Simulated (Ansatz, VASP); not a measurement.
## BN in VASP and in Ansatz

POSCAR

```
BN
1.0
    2.4982400000      0.0000000000      0.0000000000
   -1.2491200000      2.1635393048      0.0000000000
    0.0000000000      0.0000000000      6.6357000000
N B
2 2
Direct
    0.6666666667      0.3333333333      0.2500000000
    0.3333333333      0.6666666667      0.7500000000
    0.6666666667      0.3333333333      0.7500000000
    0.3333333333      0.6666666667      0.2500000000
```

File INCAR.step1:

```
PREC     = Accurate       # precision mode
ENCUT    = 520            # plane-wave cutoff, eV
EDIFF    = 1E-5           # SCF threshold, eV
ISMEAR   = -1             # smearing method
SIGMA    = 0.05           # smearing width, eV
LREAL    = False          # projectors in reciprocal space
LASPH    = True           # aspherical terms in the spheres
NELM     = 100            # most SCF steps
ALGO     = Normal         # electronic algorithm
ISIF     = 2              # what is computed and relaxed
LWAVE    = True           # write WAVECAR
GGA      = PE             # functional
NBANDS   = 16             # bands
```

File INCAR.step2:

```
PREC     = Accurate       # precision mode
ENCUT    = 520            # plane-wave cutoff, eV
EDIFF    = 1E-6           # SCF threshold, eV
ISMEAR   = -1             # smearing method
SIGMA    = 0.05           # smearing width, eV
LREAL    = False          # projectors in reciprocal space
LASPH    = True           # aspherical terms in the spheres
NELM     = 100            # most SCF steps
ALGO     = Normal         # electronic algorithm
ISIF     = 2              # what is computed and relaxed
LWAVE    = False          # write WAVECAR
LCHARG   = True           # write CHGCAR
GGA      = PE             # functional
LHFCALC  = True           # exact exchange
HFSCREEN = 0.2079         # screening, 1/A
PRECFOCK = Normal       
LELF     = True           # ELF
LVHAR    = True         
ISTART   = 1            
NBANDS   = 16             # bands
```

File KPOINTS:

```
regular mesh
0
Gamma
  7 7 3
```

input.yaml

```yaml
crystal:
  lattice:
    - [2.49824, 0.0, 0.0]
    - [-1.24912, 2.1635393048, 0.0]
    - [0.0, 0.0, 6.6357]
  atoms:
    - { symbol: "N", position: [0.6666666667, 0.3333333333, 0.25] }
    - { symbol: "N", position: [0.3333333333, 0.6666666667, 0.75] }
    - { symbol: B, position: [0.6666666667, 0.3333333333, 0.75] }
    - { symbol: B, position: [0.3333333333, 0.6666666667, 0.25] }
hamiltonian:
  xc: hse06
  pseudopotentials: { kind: paw }
kpoints:
  mp_grid: { grid: [7, 7, 3] }
  band_path:
    path:
      - [[0.0, 0.0, 0.0], [0.5, 0.0, 0.0], [0.3333333333, 0.3333333333, 0.0], [0.0, 0.0, 0.0], [0.0, 0.0, 0.5], [0.5, 0.0, 0.5], [0.3333333333, 0.3333333333, 0.5], [0.0, 0.0, 0.5]]
      - [[0.5, 0.0, 0.5], [0.5, 0.0, 0.0]]
      - [[0.3333333333, 0.3333333333, 0.0], [0.3333333333, 0.3333333333, 0.5]]
    npoints: 4
scf:
  occupations: { method: fermi_dirac, width: 0.05 }
  n_extra_bands: 10
output:
  forces: true
  stress: true
  eigenvalues: true
  fatbands: false
  write_density: true
  write_potential: true
  elf: true
  volumetric_format: npy
```

Alike in both runs: functional HSE06; k mesh 7 × 7 × 3; occupations fermi-dirac, width 0.05 eV; no spin polarisation.

|  | VASP | Ansatz |
| --- | --- | --- |
| version | VASP 6.6.1 | Ansatz 0.2.0 |
| potentials or method | VASP PAW PBE potentials, release 64 (N, B) | Ansatz PAW |
| plane-wave cutoff (eV) | 520 | 420 |
| valence electrons in the cell | 16 | 16 |
| task | single point | band structure |

|  | VASP | Ansatz | Ansatz less VASP |
| --- | --- | --- | --- |
| gap on the k mesh at the Fermi level (eV) | 5.84 | 5.85 | +0.009 |
| least direct gap on the mesh (eV) | 6.07 | 6.08 | +0.009 |
| pressure (GPa) | 0.3 | 0.0 | -0.22 |
| traceless stress, the component that is largest in VASP (GPa) | 2.00 | 2.41 | +0.408 |

Noted on Ansatz's run: the k mesh misses the band edges, so the gap on the mesh is wider than the one along the path.
